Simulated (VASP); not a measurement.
# Li8F9 in VASP: single point with PBE+D3(BJ)

Aim: the single point of Li8F9 with PBE+D3(BJ).

Program: VASP 6.6.1. These are calculated values, not measurements. Logs are shortened: lines on timing, memory, paths and dates and some standing lists are left out, and cuts for length are marked.

## 1. The cell of the first run

The cell holds a slab with vacuum, 34 atoms: a = 5.657 Å, b = 5.657 Å, c = 24.198 Å, α = 90.00°, β = 90.00°, γ = 90.00°.

## 2. Single point, PBE+D3(BJ)

Input file INCAR:

```
ALGO = Normal
DIPOL = 0.5 0.5 0.469
EDIFF = 1E-6
ENCUT = 520
GGA = PE
IDIPOL = 3
ISIF = 2
ISMEAR = 0
IVDW = 12
LASPH = True
LCHARG = False
LDIPOL = True
LREAL = Auto
LWAVE = False
NBANDS = 110
NELM = 100
PREC = Accurate
SIGMA = 0.05
```

Input file KPOINTS:

```
k-points
0
Gamma
  3 3 1
```

Input file POSCAR:

```
Li8F9
1.0
    5.6574267976      0.0000000000      0.0000000000
    0.0000000000      5.6574267976      0.0000000000
    0.0000000000      0.0000000000     24.1982072790
Li F
16 18
Direct
    0.2500000000      0.2500000000      0.3306030032
    0.2500000000      0.7500000000      0.3306030032
    0.7500000000      0.2500000000      0.3306030032
    0.7500000000      0.7500000000      0.3306030032
    0.5000000000      0.5000000000      0.4132621194
    0.5000000000      0.0000000000      0.4132621194
    0.0000000000      0.5000000000      0.4132621194
    0.0000000000      0.0000000000      0.4132621194
    0.7497929026      0.7501714216      0.4969462400
    0.7496580219      0.2495607597      0.4964463315
    0.2505398998      0.7503846972      0.4956609989
    0.2502890195      0.2497229444      0.4969558209
   -0.0024112951      0.0020076611      0.5783452158
   -0.0028562296      0.4969359732      0.5782239874
    0.5029263145      0.0027678606      0.5796261034
    0.5022216974      0.4974664597      0.5783627800
    0.5000000000      0.5000000000      0.3306030032
    0.5000000000      0.0000000000      0.3306030032
    0.0000000000      0.5000000000      0.3306030032
    0.0000000000      0.0000000000      0.3306030032
    0.7500000000      0.7500000000      0.4132621194
    0.7500000000      0.2500000000      0.4132621194
    0.2500000000      0.7500000000      0.4132621194
    0.2500000000      0.2500000000      0.4132621194
    0.0003724972     -0.0003733229      0.4963070936
    0.0003428548      0.5002306373      0.4962465972
    0.4996805853     -0.0003798999      0.4964508620
    0.4997199834      0.5002311982      0.4962984821
    0.2493918961      0.2504610821      0.5802579715
    0.2478008347      0.7478417813      0.5810163292
    0.7500008074      0.2498156546      0.5807503913
    0.7506728008      0.7491910246      0.5801871586
    0.3570756407      0.8529756649      0.6660553270
    0.4419912287      0.9344770866      0.7197704390
```

Potentials or basis: VASP PAW PBE potentials, release 64 (Li_sv, F).

On the command line:

```bash
$ cat potpaw_PBE.64/Li_sv/POTCAR potpaw_PBE.64/F/POTCAR > POTCAR
$ mpirun -np 1 vasp_std > vasp.out
```

OUTCAR:

```text
EDIFF = 1E-6
   ENCUT = 520
   GGA = PE
   ISIF = 2
   ISMEAR = 0
   IVDW = 12
   LASPH = True
   LREAL = Auto
   NELM = 100
   PREC = Accurate
 IVDW          = 12

 ion  position               nearest neighbor table
   1  0.250  0.250  0.331-  17 2.00  18 2.00  19 2.00  20 2.00  24 2.00
   2  0.250  0.750  0.331-  17 2.00  18 2.00  19 2.00  20 2.00  23 2.00
   3  0.750  0.250  0.331-  17 2.00  18 2.00  19 2.00  20 2.00  22 2.00
   4  0.750  0.750  0.331-  17 2.00  18 2.00  19 2.00  20 2.00  21 2.00
   5  0.500  0.500  0.413-  21 2.00  22 2.00  23 2.00  24 2.00  17 2.00  28 2.01
   6  0.500  0.000  0.413-  21 2.00  22 2.00  23 2.00  24 2.00  18 2.00  27 2.01
   7  0.000  0.500  0.413-  21 2.00  22 2.00  23 2.00  24 2.00  19 2.00  26 2.01
   8  0.000  0.000  0.413-  21 2.00  22 2.00  23 2.00  24 2.00  20 2.00  25 2.01
   9  0.750  0.750  0.497-  27 2.00  28 2.00  25 2.00  26 2.00  32 2.01  21 2.03
  10  0.750  0.250  0.496-  27 2.00  28 2.00  25 2.00  26 2.01  22 2.01  31 2.04
  11  0.251  0.750  0.496-  27 1.99  23 1.99  28 2.00  25 2.00  26 2.00  30 2.07
  12  0.250  0.250  0.497-  27 2.00  28 2.00  25 2.00  26 2.00  29 2.02  24 2.03
  13  0.998  0.002  0.578-  31 1.98  25 1.99  32 2.00  29 2.00  30 2.02
  14  0.997  0.497  0.578-  31 1.98  26 1.98  32 2.00  29 2.00  30 2.01
  15  0.503  0.003  0.580-  31 1.98  29 2.01  32 2.01  27 2.01  30 2.04
  16  0.502  0.497  0.578-  31 1.98  28 1.99  29 2.00  32 2.00  30 2.02
  17  0.500  0.500  0.331-   1 2.00   2 2.00   3 2.00   4 2.00   5 2.00
  18  0.500  0.000  0.331-   1 2.00   2 2.00   3 2.00   4 2.00   6 2.00
  19  0.000  0.500  0.331-   1 2.00   2 2.00   3 2.00   4 2.00   7 2.00
  20  0.000  0.000  0.331-   1 2.00   2 2.00   3 2.00   4 2.00   8 2.00
  21  0.750  0.750  0.413-   5 2.00   6 2.00   7 2.00   8 2.00   4 2.00   9 2.03
  22  0.750  0.250  0.413-   5 2.00   6 2.00   7 2.00   8 2.00   3 2.00  10 2.01
  23  0.250  0.750  0.413-  11 1.99   6 2.00   7 2.00   8 2.00   5 2.00   2 2.00
  24  0.250  0.250  0.413-   5 2.00   6 2.00   7 2.00   8 2.00   1 2.00  12 2.03
  25  0.000  1.000  0.496-  13 1.99  11 2.00  12 2.00   9 2.00  10 2.00   8 2.01
  26  0.000  0.500  0.496-  14 1.98  11 2.00  12 2.00   9 2.00  10 2.01   7 2.01
  27  0.500  1.000  0.496-  11 1.99  12 2.00   9 2.00  10 2.00  15 2.01   6 2.01
  28  0.500  0.500  0.496-  16 1.99  11 2.00  12 2.00   9 2.00  10 2.00   5 2.01
  29  0.249  0.250  0.580-  14 2.00  16 2.00  13 2.00  15 2.01  12 2.02
  30  0.248  0.748  0.581-  14 2.01  13 2.02  16 2.02  15 2.04  11 2.07
  31  0.750  0.250  0.581-  15 1.98  14 1.98  13 1.98  16 1.98  10 2.04
  32  0.751  0.749  0.580-  14 2.00  13 2.00  16 2.00  15 2.01   9 2.01
  33  0.357  0.853  0.666-  34 1.46
  34  0.442  0.934  0.720-  33 1.46

  LATTYP: Found a simple tetragonal cell.
 ALAT       =     5.6574267976
 C/A-ratio  =     4.2772462013

  Lattice vectors:

 A1 = (   5.6574267976,   0.0000000000,   0.0000000000)
 A2 = (   0.0000000000,   5.6574267976,   0.0000000000)
 A3 = (   0.0000000000,   0.0000000000,  24.1982072790)

Analysis of symmetry for initial positions (statically):
=====================================================================
 Subroutine PRICEL returns:
 Original cell was already a primitive cell.

 Routine SETGRP: Setting up the symmetry group for a
 simple tetragonal supercell.

 Subroutine GETGRP returns: Found  1 space group operations
 (whereof  1 operations were pure point group operations)
 out of a pool of 16 trial point group operations.

The static configuration has the point symmetry C_1 .

Analysis of symmetry for dynamics (positions and initial velocities):
=====================================================================
 Subroutine PRICEL returns:
 Original cell was already a primitive cell.

 Routine SETGRP: Setting up the symmetry group for a
 simple tetragonal supercell.

 Subroutine GETGRP returns: Found  1 space group operations
 (whereof  1 operations were pure point group operations)
 out of a pool of 16 trial point group operations.

The dynamic configuration has the point symmetry C_1 .

 Subroutine INISYM returns: Found  1 space group operations
 (whereof  1 operations are pure point group operations),
 and found     1 'primitive' translations

----------------------------------------------------------------------------------------

                                     Primitive cell

  volume of cell :     774.4994

  direct lattice vectors                    reciprocal lattice vectors
     5.657426798  0.000000000  0.000000000     0.176758805  0.000000000  0.000000000
     0.000000000  5.657426798  0.000000000     0.000000000  0.176758805  0.000000000
     0.000000000  0.000000000 24.198207279     0.000000000  0.000000000  0.041325375

  length of vectors
     5.657426798  5.657426798 24.198207279     0.176758805  0.176758805  0.041325375

  position of ions in fractional coordinates (direct lattice)
     0.250000000  0.250000000  0.330603003
[... 93 lines left out ...]
 ===========================================

 Found      5 irreducible k-points:

 Following reciprocal coordinates:
            Coordinates               Weight
  0.000000  0.000000  0.000000      1.000000
  0.333333  0.000000  0.000000      2.000000
  0.000000  0.333333  0.000000      2.000000
  0.333333  0.333333  0.000000      2.000000
 -0.333333  0.333333  0.000000      2.000000
   k-points           NKPTS =      5   k-points in BZ     NKDIM =      5   number of bands    NBANDS=    110
   number of dos      NEDOS =    301   number of ions     NIONS =     34
   total plane-waves  NPLWV = 317520
   dimension x,y,z NGX =    42 NGY =   42 NGZ =  180
   dimension x,y,z NGXF=    84 NGYF=   84 NGZF=  360
   ions per type =              16  18
   NGX,Y,Z   is equivalent  to a cutoff of  12.34, 12.34, 12.37 a.u.
   NGXF,Y,Z  is equivalent  to a cutoff of  24.68, 24.68, 24.73 a.u.
 SYSTEM =  unknown system
   PREC   = accura    normal or accurate (medium, high low for compatibility)
   ISTART =      0    job   : 0-new  1-cont  2-samecut
   ICHARG =      2    charge: 1-file 2-atom 10-const
   ISPIN  =      1    spin polarized calculation?
   LNONCOLLINEAR =      F non collinear calculations
   LSORBIT =      F    spin-orbit coupling
   LASPH  =      T    aspherical Exc in radial PAW
   ENCUT  =  520.0 eV  38.22 Ry    6.18 a.u.  10.52 10.52 44.99*2*pi/ulx,y,z
   NELM   =    100;   NELMIN=  2; NELMDL= -5     # of ELM steps
   EDIFF  = 0.1E-05   stopping-criterion for ELM
   LREAL  =      T    real-space projection
   EDIFFG = 0.1E-04   stopping-criterion for IOM
   NSW    =      0    number of steps for IOM
   IBRION =     -1    ionic relax: 0-MD 1-quasi-New 2-CG
   NFREE  =      0    steps in history (QN), initial steepest desc. (CG)
   ISIF   =      2    stress and relaxation
   ISYM   =      2    0-nonsym 1-usesym 2-fastsym
   POTIM  = 0.5000    time-step for ionic-motion
   TEBEG  =    0.0;   TEEND  =   0.0 temperature during run
   PSTRESS=    0.0 pullay stress
   NELECT =     174.0000    total number of electrons
   NUPDOWN=      -1.0000    fix difference up-down
   EMIN   =  10.00;   EMAX   =-10.00  energy-range for DOS
   EFERMI =   0.00;   METHOD = LEGACY
   ISMEAR =     0;   SIGMA  =   0.05  broadening in eV -4-tet -1-fermi 0-gaus
   EFERMI_NEDOS =   21; number of points for ismear=-14 and -15
   IALGO  =     38    algorithm
   IMIX   =      4    mixing-type and parameters
     AMIX     =   0.40;   BMIX     =  1.00
     AMIX_MAG =   1.60;   BMIX_MAG =  1.00
  volume/ion in A,a.u.               =      22.78       153.72
  Fermi-wavevector in a.u.,A,eV,Ry     =   0.995216  1.880686 13.475970  0.990456
  Thomas-Fermi vector in A             =   2.127221
   LORBIT       =      0    0 simple, 1 ext, 2 COOP (PROOUT), +10 PAW based schemes
   GGA     = PE    functional components
   LHFCALC =     F    Hartree Fock is set to
   AEXX    =    0.0000 exact exchange contribution
   IVDW    =    12    specifies the selected vdW correction
   LEPSILON=     F    determine dielectric tensor
   LRPA    =     F    only Hartree local field effects (RPA)
 non-spin polarized calculation
 Gauss-broadening in eV      SIGMA  =   0.05
  energy-cutoff  :      520.00
  volume of cell :      774.50
 maximum number of plane-waves:     20881
 NGX is ok and might be reduce to    42
   NGX = 21   NGY = 21   NGZ = 89

 dipolmoment           0.000000      0.000000     -0.006690 electrons x Angstroem

 number of electron     173.9999758 magnetization

 dipolmoment           0.000000      0.000000      0.252535 electrons x Angstroem

 Free energy of the ion-electron system (eV)
  ---------------------------------------------------
  ext. energy  EPLUGINS =         0.00000000
  ---------------------------------------------------
  free energy    TOTEN  =      -156.81225878 eV

  energy without entropy =     -156.81225878  energy(sigma->0) =     -156.81225878

 E-fermi :  -5.0171     XC(G=0):  -4.2265

 val. band max:       -5.2742063202   @ k =   0.0000   0.0000   0.0000
 cond. band min:      -2.9233608062   @ k =   0.0000   0.0000   0.0000
 fundamental gap:      2.3508455140
 Fermi energy:        -5.0170800882

 k-point     1 :       0.0000    0.0000    0.0000
  band No.  band energies     occupation
      1     -46.6600      2.00000
      2     -46.6393      2.00000
      3     -46.6352      2.00000
      4     -46.6201      2.00000
      5     -46.3689      2.00000
      6     -46.3473      2.00000
[... 499 lines left out ...]
     98       4.8977      0.00000
     99       4.9067      0.00000
 [bands above 99 left out]

------------------------ aborting loop because EDIFF is reached ----------------------------------------

 vacuum level on the upper side and lower side of the slab       (xc-potential included)         0.534        -0.856

 Edisp (eV)   -4.41773

 E8    (eV) :    -1.6699

  FORCE on cell =-STRESS in cart. coord.  units (eV):
  Direction    XX          YY          ZZ          XY          YZ          ZX
  --------------------------------------------------------------------------------------
  -------------------------------------------------------------------------------------
  Total      -5.38115    -5.39240    -0.12597     0.03499     0.12376     0.10852
  in kB     -11.13177   -11.15506    -0.26058     0.07237     0.25602     0.22449
  external pressure =       -7.52 kB  Pullay stress =        0.00 kB

 VOLUME and BASIS-vectors are now :
 -----------------------------------------------------------------------------
  energy-cutoff  :      520.00
  volume of cell :      774.50
      direct lattice vectors                 reciprocal lattice vectors
     5.657426798  0.000000000  0.000000000     0.176758805  0.000000000  0.000000000
     0.000000000  5.657426798  0.000000000     0.000000000  0.176758805  0.000000000
     0.000000000  0.000000000 24.198207279     0.000000000  0.000000000  0.041325375

 POSITION                                       TOTAL-FORCE (eV/Angst)
 -----------------------------------------------------------------------------------
      1.41436      1.41436      8.00000         0.000047      0.000191      0.321781
      1.41436      4.24307      8.00000         0.000062      0.000117      0.314908
      4.24307      1.41436      8.00000         0.000132      0.000192      0.319670
      4.24307      4.24307      8.00000         0.000128      0.000107      0.321649
      2.82871      2.82871     10.00020         0.006356     -0.006614      0.032554
      2.82871      0.00000     10.00020         0.006403      0.006601      0.035023
[... 26 lines left out ...]
      2.02013      4.82565     16.11734        -0.097068     -0.091353     -0.262319
      2.50053      5.28674     17.41715         0.092363      0.084497      0.246444
 -----------------------------------------------------------------------------------
    total drift:                               -0.002867     -0.004993     -0.028359

  FREE ENERGIE OF THE ION-ELECTRON SYSTEM (eV)
  ---------------------------------------------------
  free  energy   TOTEN  =      -161.2299863037 eV

  energy  without entropy=     -161.2299863037  energy(sigma->0) =     -161.22998630

 vacuum level on the upper side and lower side of the slab         3.076         1.654
```

Run time: 16 min. Hardware: 1 thread of Intel Xeon Platinum 8375C at 2.90GHz (Ice Lake), shared host; peak memory 0.75 GiB.

Results:

| Quantity | Value |
| --- | --- |
| Free energy | -161.2300 eV |
| Largest force | 0.381 eV/Å |
| Band gap on the k mesh | 2.35 eV, direct |
| Dispersion energy per atom | -0.130 eV |

Forces in eV/Å, atoms in the order of the input:
```
Li   0.000  0.000  0.322
Li   0.000  0.000  0.315
Li   0.000  0.000  0.320
Li   0.000  0.000  0.322
Li   0.006 -0.007  0.033
Li   0.006  0.007  0.035
Li  -0.006 -0.006  0.036
Li  -0.006  0.006  0.033
Li   0.002 -0.001  0.008
Li   0.001  0.001  0.005
Li  -0.002  0.000  0.002
Li  -0.002  0.001  0.008
Li  -0.001  0.001  0.016
Li  -0.002 -0.001  0.015
Li  -0.002  0.000  0.011
Li   0.001 -0.001  0.016
F   -0.001  0.001 -0.381
F   -0.001 -0.001 -0.381
F    0.001  0.001 -0.381
F    0.001 -0.001 -0.381
F   -0.002  0.002  0.017
F   -0.002 -0.003  0.022
F    0.003  0.002  0.007
F    0.003 -0.003  0.017
F    0.002 -0.001 -0.002
F    0.003  0.002 -0.002
F   -0.001 -0.002  0.001
F   -0.003  0.003  0.001
F    0.002  0.001 -0.012
F    0.005  0.002  0.014
F   -0.001  0.000 -0.007
F   -0.001  0.000 -0.012
F   -0.097 -0.091 -0.262
F    0.092  0.084  0.246
```

Levels at points of the mesh, in eV from the valence-band top:
| k point | band 85 | band 86 | band 87 | band 88 | band 89 | band 90 |
| --- | --- | --- | --- | --- | --- | --- |
| (0.00, 0.00, 0.00) | -0.14 | 0.00 | 0.00 | 2.35 | 6.32 | 7.29 |

Caveat: the cutoff is under 1.25 times the usual one of these potentials, so pressure, stress and relaxed cells hold a basis-set (Pulay) error.
